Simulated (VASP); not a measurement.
# InSb (R3m) in VASP: single point with r2SCAN

Aim: the single point of InSb with r2SCAN.

All numbers are computed with VASP 6.6.1; they aren't measurements. Logs are shortened: lines on timing, memory, paths and dates and some standing lists are left out, and cuts for length are marked.

### 1 The cell of the first run

The typed cell holds 2 atoms: a = 4.636 Å, b = 4.636 Å, c = 4.635 Å, α = 120.00°, β = 60.00°, γ = 120.00°.

### 2 Single point, r2SCAN

Contents of POSCAR:

```
InSb
1.0
    4.6356458621      0.0000000000      0.0000000000
   -2.3178229310      4.0145870795      0.0000000000
    2.3178229310     -1.3381956932      3.7841780101
In Sb
1 1
Direct
    0.0000000000      0.0000000000      0.0000000000
    0.7500000000      0.2500000000      0.7500000000
```

Contents of INCAR.step1:

```
ALGO = Normal
EDIFF = 1E-5
ENCUT = 550
GGA = PE
GGA_COMPAT = False
ISMEAR = 0
LASPH = True
LCHARG = False
LREAL = False
LWAVE = True
NBANDS = 16
NELM = 120
PREC = Accurate
SIGMA = 0.1
```

Contents of INCAR.step2:

```
ALGO = Normal
EDIFF = 1E-6
ENCUT = 550
GGA_COMPAT = False
ISIF = 2
ISMEAR = 0
ISTART = 1
LASPH = True
LCHARG = False
LMIXTAU = True
LREAL = False
LWAVE = False
METAGGA = R2SCAN
NBANDS = 16
NELM = 120
PREC = Accurate
SIGMA = 0.1
```

Contents of KPOINTS:

```
k-points
0
Gamma
  9 9 9
```

Potentials or basis: VASP PAW PBE potentials, release 64 (In_d, Sb).

Command:

```console
$ cat potpaw_PBE.64/In_d/POTCAR potpaw_PBE.64/Sb/POTCAR > POTCAR
$ cp INCAR.step1 INCAR
$ mpirun -np 1 vasp_std > vasp.out
$ cp INCAR.step2 INCAR
$ mpirun -np 1 vasp_std > vasp.out
```

OUTCAR:

```text
EDIFF = 1E-6
   ENCUT = 550
   ISIF = 2
   ISMEAR = 0
   ISTART = 1
   LASPH = True
   LREAL = False
   METAGGA = R2SCAN
   NELM = 120
   PREC = Accurate

 ion  position               nearest neighbor table
   1  0.000  0.000  0.000-   2 2.84   2 2.84   2 2.84   2 2.84
   2  0.750  0.250  0.750-   1 2.84   1 2.84   1 2.84   1 2.84

  LATTYP: Found a trigonal (rhomboedric) cell.
 ALAT       =     4.6349837179
 COS(alpha) =     0.4998571319

  Lattice vectors:

 A1 = (   0.0000000000,   2.6763913863,   3.7841780101)
 A2 = (  -2.3178229311,  -1.3381956932,   3.7841780101)
 A3 = (   2.3178229310,  -1.3381956932,   3.7841780101)

Analysis of symmetry for initial positions (statically):
=====================================================================
 Subroutine PRICEL returns:
 Original cell was already a primitive cell.

 Routine SETGRP: Setting up the symmetry group for a
 trigonal (rhombohedral) supercell.

 Subroutine GETGRP returns: Found  6 space group operations
 (whereof  6 operations were pure point group operations)
 out of a pool of 12 trial point group operations.

The static configuration has the point symmetry C_3v.

Analysis of symmetry for dynamics (positions and initial velocities):
=====================================================================
 Subroutine PRICEL returns:
 Original cell was already a primitive cell.

 Routine SETGRP: Setting up the symmetry group for a
 trigonal (rhombohedral) supercell.

 Subroutine GETGRP returns: Found  6 space group operations
 (whereof  6 operations were pure point group operations)
 out of a pool of 12 trial point group operations.

The dynamic configuration has the point symmetry C_3v.

 Subroutine INISYM returns: Found  6 space group operations
 (whereof  6 operations are pure point group operations),
 and found     1 'primitive' translations

----------------------------------------------------------------------------------------

                                     Primitive cell

  volume of cell :      70.4243

  direct lattice vectors                    reciprocal lattice vectors
     4.635645862  0.000000000  0.000000000     0.215719671  0.124545810 -0.088086061
[... 81 lines left out ...]
   LNONCOLLINEAR =      F non collinear calculations
   LSORBIT =      F    spin-orbit coupling
   LASPH  =      T    aspherical Exc in radial PAW
   ENCUT  =  550.0 eV  40.42 Ry    6.36 a.u.   8.86  8.86  8.86*2*pi/ulx,y,z
   NELM   =    120;   NELMIN=  2; NELMDL=  0     # of ELM steps
   EDIFF  = 0.1E-05   stopping-criterion for ELM
   LREAL  =      F    real-space projection
   EDIFFG = 0.1E-04   stopping-criterion for IOM
   NSW    =      0    number of steps for IOM
   IBRION =     -1    ionic relax: 0-MD 1-quasi-New 2-CG
   NFREE  =      0    steps in history (QN), initial steepest desc. (CG)
   ISIF   =      2    stress and relaxation
   ISYM   =      2    0-nonsym 1-usesym 2-fastsym
   POTIM  = 0.5000    time-step for ionic-motion
   TEBEG  =    0.0;   TEEND  =   0.0 temperature during run
   PSTRESS=    0.0 pullay stress
   NELECT =      18.0000    total number of electrons
   NUPDOWN=      -1.0000    fix difference up-down
   EMIN   =  10.00;   EMAX   =-10.00  energy-range for DOS
   EFERMI =   0.00;   METHOD = LEGACY
   ISMEAR =     0;   SIGMA  =   0.10  broadening in eV -4-tet -1-fermi 0-gaus
   EFERMI_NEDOS =   21; number of points for ismear=-14 and -15
   IALGO  =     38    algorithm
   IMIX   =      4    mixing-type and parameters
     AMIX     =   0.40;   BMIX     =  1.00
     AMIX_MAG =   1.60;   BMIX_MAG =  1.00
  volume/ion in A,a.u.               =      35.21       237.62
  Fermi-wavevector in a.u.,A,eV,Ry     =   1.038942  1.963316 14.686144  1.079401
  Thomas-Fermi vector in A             =   2.173450
   LORBIT       =      0    0 simple, 1 ext, 2 COOP (PROOUT), +10 PAW based schemes
   METAGGA = R2SCAN    functional components
   LHFCALC =     F    Hartree Fock is set to
   AEXX    =    0.0000 exact exchange contribution
   IVDW    =     0    specifies the selected vdW correction
   LEPSILON=     F    determine dielectric tensor
   LRPA    =     F    only Hartree local field effects (RPA)
 non-spin polarized calculation
 Gauss-broadening in eV      SIGMA  =   0.10
  energy-cutoff  :      550.00
  volume of cell :       70.42
 maximum number of plane-waves:      2085
   NGX = 17   NGY = 17   NGZ = 17

 number of electron      17.9999999 magnetization

 Free energy of the ion-electron system (eV)
  ---------------------------------------------------
  ext. energy  EPLUGINS =         0.00000000
  ---------------------------------------------------
  free energy    TOTEN  =       -48.76710968 eV

  energy without entropy =      -48.76685651  energy(sigma->0) =      -48.76698309

 E-fermi :   4.6084     XC(G=0):  -9.0855

 val. band max:        4.5773352281   @ k =   0.0000   0.0000   0.0000
 cond. band min:       5.3376727727   @ k =   0.0000   0.0000   0.4444
 fundamental gap:      0.7603375446
 Fermi energy:         4.6084267207

 k-point     1 :       0.0000    0.0000    0.0000
  band No.  band energies     occupation
      1     -10.4700      2.00000
      2     -10.4699      2.00000
      3     -10.4699      2.00000
      4     -10.3784      2.00000
      5     -10.3784      2.00000
      6      -6.3414      2.00000
[... 433 lines left out ...]
      3     -10.4287      2.00000
      4     -10.3944      2.00000
      5     -10.3703      2.00000
      6      -4.3715      2.00000
[... 8 lines left out ...]
     15      14.5889      0.00000
     16      15.4307      0.00000

 [... further k-points ...]

------------------------ aborting loop because EDIFF is reached ----------------------------------------

  FORCE on cell =-STRESS in cart. coord.  units (eV):
  Direction    XX          YY          ZZ          XY          YZ          ZX
  --------------------------------------------------------------------------------------
  -------------------------------------------------------------------------------------
  Total        0.0006179      0.0006179      0.0092928      0.0000000     -0.0000000     -0.0000000
  in kB        0.0140564      0.0140564      0.2114144      0.0000000     -0.0000000     -0.0000000
  external PRESSURE =       0.0798424 kB  Pullay stress =       0.0000000 kB

 VOLUME and BASIS-vectors are now :
 -----------------------------------------------------------------------------
  energy-cutoff  :      550.00
  volume of cell :       70.42
      direct lattice vectors                 reciprocal lattice vectors
     4.635645862  0.000000000  0.000000000     0.215719671  0.124545810 -0.088086061
    -2.317822931  4.014587080  0.000000000     0.000000000  0.249091620  0.088086061
     2.317822931 -1.338195693  3.784178010     0.000000000  0.000000000  0.264258182

 POSITION                                       TOTAL-FORCE (eV/Angst)
 -----------------------------------------------------------------------------------
      0.00000      0.00000      0.00000         0.000000      0.000000     -0.001751
      4.63565     -0.00000      2.83813        -0.000000     -0.000000      0.001751
 -----------------------------------------------------------------------------------
    total drift:                               -0.000000      0.000000      0.000004

  FREE ENERGIE OF THE ION-ELECTRON SYSTEM (eV)
  ---------------------------------------------------
  free  energy   TOTEN  =       -48.7671096830 eV

  energy  without entropy=      -48.7668565059  energy(sigma->0) =      -48.76698309
```

OSZICAR.step1:

```text
N       E                     dE             d eps       ncg     rms          rms(c)
DAV:   1     0.113183836531E+03    0.11318E+03   -0.80955E+03  2720   0.115E+03
DAV:   2     0.205465301954E+00   -0.11298E+03   -0.10925E+03  3024   0.282E+02
DAV:   3    -0.683579117259E+01   -0.70413E+01   -0.70170E+01  3544   0.723E+01
DAV:   4    -0.703176375695E+01   -0.19597E+00   -0.19593E+00  3344   0.138E+01
DAV:   5    -0.704311225353E+01   -0.11348E-01   -0.11348E-01  4200   0.272E+00    0.394E+00
DAV:   6    -0.694967222631E+01    0.93440E-01   -0.15159E-01  3992   0.578E+00    0.229E+00
DAV:   7    -0.693771332321E+01    0.11959E-01   -0.64670E-02  3608   0.232E+00    0.604E-01
DAV:   8    -0.693880789282E+01   -0.10946E-02   -0.73365E-03  3608   0.964E-01    0.236E-01
DAV:   9    -0.693944577609E+01   -0.63788E-03   -0.87818E-04  3336   0.248E-01    0.736E-02
DAV:  10    -0.693950572790E+01   -0.59952E-04   -0.51635E-05  3624   0.497E-02    0.344E-02
DAV:  11    -0.693955053524E+01   -0.44807E-04   -0.79203E-05  3096   0.575E-02    0.222E-02
DAV:  12    -0.693955177801E+01   -0.12428E-05   -0.10874E-06  2656   0.825E-03
   1 F= -.69395518E+01 E0= -.69394308E+01  d E =-.241931E-03
```

It took 3.5 min on 1 thread of Intel Xeon Platinum 8375C at 2.90GHz (Ice Lake), shared host; peak memory 0.29 GiB.

Results:

```yaml
Free_energy: -48.7671 eV
Pressure: 0.0 GPa
```

Caveat: the PAW data sets were made with another functional, which shifts forces and pressure a little; spin-orbit coupling is left out, which moves the levels of the heavy elements.
